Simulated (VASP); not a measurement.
Runs of VASP 6.6.1 on CdSe. The structure is that of space group Pm-3m (No. 221), or close to it. The cells are those of the table. 

```tsv
cell	cutoff (eV)	smearing	gap on the mesh (eV)	pressure (GPa)
a = 3.557 Å, 2 atoms	520	fermi-dirac 0.05 eV	none	0.3
a = 3.484 Å, 2 atoms	520	fermi-dirac 0.05 eV	none	(a)
a = 3.604 Å, 2 atoms	520	fermi-dirac 0.05 eV	none	-1.8
a = 3.627 Å, 2 atoms	500	fermi-dirac 0.05 eV	none	-2.7
a = 3.509 Å, 2 atoms	520	fermi-dirac 0.05 eV	none	2.9
a = 3.557 Å, 2 atoms	500	gaussian 0.011 eV	none	0.3
a = 3.627 Å, 2 atoms	520	fermi-dirac 0.05 eV	none	-2.7
a = 3.533 Å, 2 atoms	520	fermi-dirac 0.05 eV	none	1.5
```

Alike in all rows: task single point; level PBE; potentials or basis VASP PAW PBE potentials, release 64 (Cd, Se); no spin polarisation; k mesh 8 × 8 × 8.

Q: Estimate the missing entries.

A: (a) 4.5.

A k mesh can miss the band edges, and the runs leave out spin-orbit coupling on Cd, Se.

A gap of «none» marks levels without a gap at the run's occupations.
